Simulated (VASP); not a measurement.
**HfN: single point with PBEsol**

The system is HfN.

```
Hf N
1.0
     0.00000    2.23680    2.23680
     2.23680    0.00000    2.23680
     2.23680    2.23680    0.00000
Hf N
1 1
Direct
  0.00000 0.00000 0.00000
  0.50000 0.50000 0.50000
```

```
Program                : VASP 6.6.1
Task                   : single point
Functional             : PBEsol
Potentials or basis    : VASP PAW PBE potentials, release 64 (Hf_pv, N)
Cutoff                 : 600 eV
k mesh                 : 7 × 7 × 7
Occupations            : fermi-dirac, width 0.1 eV
Spin                   : no spin polarisation
Dipole correction      : no
Further INCAR settings : ALGO = Normal; EDIFF = 1e-06; NBANDS = 14
```

```yaml
Pressure: 3.5 GPa
Band_gap_on_the_k_mesh: zero (an odd number of electrons rules out a gap without spin polarisation)
```

Levels at points of the mesh, in eV from the Fermi level:
```csv
k point,band 5,band 6,band 7,band 8,band 9,band 10,band 11,band 12
"(0.00, 0.00, 0.00)",-3.20,-3.20,-3.20,-0.56,-0.56,-0.56,1.84,1.84
```

Run time: 9.4 s on 1 thread of AMD EPYC 7R13 Processor (Zen 3) (shared host), peak memory 0.13 GiB.

Caveat: the cell stands under pressure; the PAW data sets were made with another functional, which shifts forces and pressure a little; spin-orbit coupling is left out, which moves the levels of the heavy elements.
